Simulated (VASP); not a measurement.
# Rh (P6_3/mmc) in VASP: notebook, part 2 of 2

VASP 6.6.1. The steps go on from the part before.

### 5 Single point, PBE (12.43 Å³/atom)

This run uses another cell than the first one, of 12.43 Å³/atom.

Contents of INCAR:

```
SYSTEM = Rh
PREC = Accurate
ENCUT = 520
EDIFF = 1E-6
ISMEAR = -1
SIGMA = 0.1
LREAL = .FALSE.
LASPH = .TRUE.
NELM = 80
ALGO = Normal
ISIF = 2
LWAVE = .FALSE.
LCHARG = .FALSE.
GGA = PE
NBANDS = 22
```

Contents of KPOINTS:

```
Automatic mesh
0
G
  18 18 10
  0 0 0
```

Contents of POSCAR:

```
Rh
1.0
    2.6089464967      0.0000000000      0.0000000000
   -1.3044732483      2.2594139433      0.0000000000
    0.0000000000      0.0000000000      4.2171156694
Rh
2
Direct
    0.3333333333      0.6666666667      0.2500000000
    0.6666666667      0.3333333333      0.7500000000
```

Potentials or basis: VASP PAW PBE potentials, release 64 (Rh_pv).

Launch:

```sh
cat potpaw_PBE.64/Rh_pv/POTCAR > POTCAR
mpirun -np 1 vasp_std > vasp.out
```

OUTCAR:

```text
SYSTEM = Rh
   PREC = Accurate
   ENCUT = 520
   EDIFF = 1E-6
   ISMEAR = -1
   LREAL = .FALSE.
   LASPH = .TRUE.
   NELM = 80
   ISIF = 2
   GGA = PE

 ion  position               nearest neighbor table
   1  0.333  0.667  0.250-   2 2.59   2 2.59   2 2.59   2 2.59   2 2.59   2 2.59
   2  0.667  0.333  0.750-   1 2.59   1 2.59   1 2.59   1 2.59   1 2.59   1 2.59

  LATTYP: Found a hexagonal cell.
 ALAT       =     2.6089464967
 C/A-ratio  =     1.6164055778

  Lattice vectors:

 A1 = (   2.6089464967,   0.0000000000,   0.0000000000)
 A2 = (  -1.3044732483,   2.2594139433,   0.0000000000)
 A3 = (   0.0000000000,   0.0000000000,   4.2171156694)

Analysis of symmetry for initial positions (statically):
=====================================================================
 Subroutine PRICEL returns:
 Original cell was already a primitive cell.

 Routine SETGRP: Setting up the symmetry group for a
 hexagonal supercell.

 Subroutine GETGRP returns: Found 24 space group operations
 (whereof 12 operations were pure point group operations)
 out of a pool of 24 trial point group operations.

The static configuration has the point symmetry D_3d.
 The point group associated with its full space group is D_6h.

Analysis of symmetry for dynamics (positions and initial velocities):
=====================================================================
 Subroutine PRICEL returns:
 Original cell was already a primitive cell.

 Routine SETGRP: Setting up the symmetry group for a
 hexagonal supercell.

 Subroutine GETGRP returns: Found 24 space group operations
 (whereof 12 operations were pure point group operations)
 out of a pool of 24 trial point group operations.

The dynamic configuration has the point symmetry D_3d.
 The point group associated with its full space group is D_6h.

 Subroutine INISYM returns: Found 24 space group operations
 (whereof 12 operations are pure point group operations),
 and found     1 'primitive' translations

----------------------------------------------------------------------------------------

                                     Primitive cell

  volume of cell :      24.8586

  direct lattice vectors                    reciprocal lattice vectors
     2.608946497  0.000000000  0.000000000     0.383296477  0.221296324  0.000000000
    -1.304473248  2.259413943  0.000000000     0.000000000  0.442592648  0.000000000
     0.000000000  0.000000000  4.217115669     0.000000000  0.000000000  0.237128900

  length of vectors
     2.608946497  2.608946497  4.217115669     0.442592648  0.442592648  0.237128900

  position of ions in fractional coordinates (direct lattice)
     0.333333333  0.666666667  0.250000000
     0.666666667  0.333333333  0.750000000

  ion indices of the primitive-cell ions
   primitive index   ion index
                 1           1
                 2           2

----------------------------------------------------------------------------------------

 KPOINTS: Automatic mesh

Automatic generation of k-mesh.
 Grid dimensions read from file:
 generate k-points for:   18   18   10

 Generating k-lattice:

  Cartesian coordinates                     Fractional coordinates (reciprocal lattice)
     0.021294249  0.012294240  0.000000000     0.055555556 -0.000000000  0.000000000
     0.000000000  0.024588480  0.000000000     0.000000000  0.055555556  0.000000000
     0.000000000  0.000000000  0.023712890     0.000000000  0.000000000  0.100000000

  Length of vectors
     0.024588480  0.024588480  0.023712890

  Shift w.r.t. Gamma in fractional coordinates (k-lattice)
     0.000000000  0.000000000  0.000000000

 Subroutine IBZKPT returns following result:
 ===========================================

 Found    222 irreducible k-points:

 Following reciprocal coordinates:
            Coordinates               Weight
  0.000000  0.000000  0.000000      1.000000
  0.055556  0.000000  0.000000      6.000000
  0.111111  0.000000  0.000000      6.000000
  0.166667  0.000000  0.000000      6.000000
  0.222222  0.000000  0.000000      6.000000
  0.277778  0.000000  0.000000      6.000000
[... 16 lines left out ...]
  0.333333  0.111111  0.000000     12.000000
  0.388889  0.111111  0.000000     12.000000
 [... further k-points ...]
   k-points           NKPTS =    222   k-points in BZ     NKDIM =    222   number of bands    NBANDS=     22
   number of dos      NEDOS =    301   number of ions     NIONS =      2
   total plane-waves  NPLWV =  12800
   dimension x,y,z NGX =    20 NGY =   20 NGZ =   32
   dimension x,y,z NGXF=    40 NGYF=   40 NGZF=   64
   ions per type =               2
   NGX,Y,Z   is equivalent  to a cutoff of  12.74, 12.74, 12.61 a.u.
   NGXF,Y,Z  is equivalent  to a cutoff of  25.49, 25.49, 25.23 a.u.
 SYSTEM =  Rh
   PREC   = accura    normal or accurate (medium, high low for compatibility)
   ISTART =      0    job   : 0-new  1-cont  2-samecut
   ICHARG =      2    charge: 1-file 2-atom 10-const
   ISPIN  =      1    spin polarized calculation?
   LNONCOLLINEAR =      F non collinear calculations
   LSORBIT =      F    spin-orbit coupling
   LASPH  =      T    aspherical Exc in radial PAW
   ENCUT  =  520.0 eV  38.22 Ry    6.18 a.u.   4.85  4.85  7.84*2*pi/ulx,y,z
   NELM   =     80;   NELMIN=  2; NELMDL= -5     # of ELM steps
   EDIFF  = 0.1E-05   stopping-criterion for ELM
   LREAL  =      F    real-space projection
   EDIFFG = 0.1E-04   stopping-criterion for IOM
   NSW    =      0    number of steps for IOM
   IBRION =     -1    ionic relax: 0-MD 1-quasi-New 2-CG
   NFREE  =      0    steps in history (QN), initial steepest desc. (CG)
   ISIF   =      2    stress and relaxation
   ISYM   =      2    0-nonsym 1-usesym 2-fastsym
   POTIM  = 0.5000    time-step for ionic-motion
   TEBEG  =    0.0;   TEEND  =   0.0 temperature during run
   PSTRESS=    0.0 pullay stress
   NELECT =      30.0000    total number of electrons
   NUPDOWN=      -1.0000    fix difference up-down
   EMIN   =  10.00;   EMAX   =-10.00  energy-range for DOS
   EFERMI =   0.00;   METHOD = LEGACY
   ISMEAR =    -1;   SIGMA  =   0.10  broadening in eV -4-tet -1-fermi 0-gaus
   EFERMI_NEDOS =   21; number of points for ismear=-14 and -15
   IALGO  =     38    algorithm
   IMIX   =      4    mixing-type and parameters
     AMIX     =   0.40;   BMIX     =  1.00
     AMIX_MAG =   1.60;   BMIX_MAG =  1.00
  volume/ion in A,a.u.               =      12.43        83.88
  Fermi-wavevector in a.u.,A,eV,Ry     =   1.742969  3.293734 41.333713  3.037942
  Thomas-Fermi vector in A             =   2.815132
   LORBIT       =      0    0 simple, 1 ext, 2 COOP (PROOUT), +10 PAW based schemes
   GGA     = PE    functional components
   LHFCALC =     F    Hartree Fock is set to
   AEXX    =    0.0000 exact exchange contribution
   IVDW    =     0    specifies the selected vdW correction
   LEPSILON=     F    determine dielectric tensor
   LRPA    =     F    only Hartree local field effects (RPA)
 non-spin polarized calculation
  energy-cutoff  :      520.00
  volume of cell :       24.86
 maximum number of plane-waves:       699
 NGX is ok and might be reduce to    20
   NGX =  9   NGY =  9   NGZ = 15

 number of electron      29.9999999 magnetization

 Free energy of the ion-electron system (eV)
  ---------------------------------------------------
  ext. energy  EPLUGINS =         0.00000000
  ---------------------------------------------------
  free energy    TOTEN  =       -14.07941322 eV

  energy without entropy =      -13.98848017  energy(sigma->0) =      -14.03394669

 E-fermi :  13.9642     XC(G=0): -14.6912

 val. band max:       13.9603139452   @ k =   0.4444   0.0556   0.2000
 cond. band min:      13.9666421416   @ k =   0.2222   0.1111   0.4000
 fundamental gap:      0.0063281964
 Fermi energy:        13.9642040570

 k-point     1 :       0.0000    0.0000    0.0000
  band No.  band energies     occupation
      1     -33.7422      2.00000
      2     -32.8225      2.00000
      3     -32.8225      2.00000
      4     -32.6836      2.00000
      5     -32.6741      2.00000
      6     -32.6741      2.00000
[... 14 lines left out ...]
     21      32.1400      0.00000
     22      32.9350      0.00000
[... 552 lines left out ...]
  band No.  band energies     occupation
      1     -33.5466      2.00000
      2     -33.3841      2.00000
      3     -33.2847      2.00000
      4     -33.0945      2.00000
      5     -32.9390      2.00000
      6     -32.8615      2.00000
[... 14 lines left out ...]
     21      26.5324      0.00000
     22      29.1685      0.00000

 [... further k-points ...]

------------------------ aborting loop because EDIFF is reached ----------------------------------------

  FORCE on cell =-STRESS in cart. coord.  units (eV):
  Direction    XX          YY          ZZ          XY          YZ          ZX
  --------------------------------------------------------------------------------------
  -------------------------------------------------------------------------------------
  Total        6.9554694      6.9554694      6.9483265      0.0000000      0.0000000      0.0000000
  in kB      448.2915336    448.2915336    447.8311627      0.0000000      0.0000000      0.0000000
  external PRESSURE =     448.1380766 kB  Pullay stress =       0.0000000 kB

 VOLUME and BASIS-vectors are now :
 -----------------------------------------------------------------------------
  energy-cutoff  :      520.00
  volume of cell :       24.86
      direct lattice vectors                 reciprocal lattice vectors
     2.608946497  0.000000000  0.000000000     0.383296477  0.221296324  0.000000000
    -1.304473248  2.259413943  0.000000000     0.000000000  0.442592648  0.000000000
     0.000000000  0.000000000  4.217115669     0.000000000  0.000000000  0.237128900

 POSITION                                       TOTAL-FORCE (eV/Angst)
 -----------------------------------------------------------------------------------
     -0.00000      1.50628      1.05428         0.000000     -0.000000      0.000000
      1.30447      0.75314      3.16284        -0.000000      0.000000      0.000000
 -----------------------------------------------------------------------------------
    total drift:                               -0.000000      0.000000     -0.000000

  FREE ENERGIE OF THE ION-ELECTRON SYSTEM (eV)
  ---------------------------------------------------
  free  energy   TOTEN  =       -14.0794132180 eV

  energy  without entropy=      -13.9884801702  energy(sigma->0) =      -14.03394669
```

stdout:

```text
POSCAR found type information on POSCAR Rh
 POSCAR found :  1 types and       2 ions
 scaLAPACK will be used
 LDA part: xc-table for (Slater+PW92), standard interpolation
 POSCAR, INCAR and KPOINTS ok, starting setup
 FFT: planning ... GRIDC
 FFT: planning ... GRID_SOFT
 FFT: planning ... GRID
 WAVECAR not read
 entering main loop
```

It took 34 s on 1 thread of Intel Xeon 6975P-C (Granite Rapids), shared host; peak memory 0.21 GiB.

What came out:

| Quantity | Value |
| --- | --- |
| Free energy | -14.0794 eV |
| Pressure | 44.8 GPa |
| Band gap on the k mesh | zero (bands 15 and 16 overlap by 2.85 eV) |

Caveat: the cell stands under pressure.
